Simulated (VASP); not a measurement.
A run of VASP 6.6.1 is set up as follows.

INCAR

```
PREC = Accurate
ENCUT = 520
EDIFF = 1E-8
ISMEAR = -1
SIGMA = 0.01
LREAL = F
LASPH = T
NELM = 60
ALGO = Normal
ISIF = 2
LWAVE = F
LCHARG = F
LEFG = T
NBANDS = 11
```

File KPOINTS:

```
regular mesh
0
Gamma
  8 8 8
```

POSCAR

```
MgS
1.0
    0.0000000000      2.6188799723      2.6188799723
    2.6188799723      0.0000000000      2.6188799723
    2.6188799723      2.6188799723      0.0000000000
Mg S
1 1
Direct
    0.0000000000      0.0000000000      0.0000000000
    0.5000000000      0.5000000000      0.5000000000
```

Potentials or basis: VASP PAW LDA potentials, release 64 (Mg, S).

Command:

```bash
$ cat potpaw_LDA.64/Mg/POTCAR potpaw_LDA.64/S/POTCAR > POTCAR
$ mpirun -np 1 vasp_std > vasp.out
```

(1) Estimate the band gap on the k mesh.

(2) Predict the pressure.

## Answers

(1) 2.52 eV, indirect (least direct gap 3.34 eV).

(2) -5.1 GPa.

Caveat: without QUAD_EFG the Cq values of the log hold for a quadrupole moment of 1 mb, not for the nuclei.
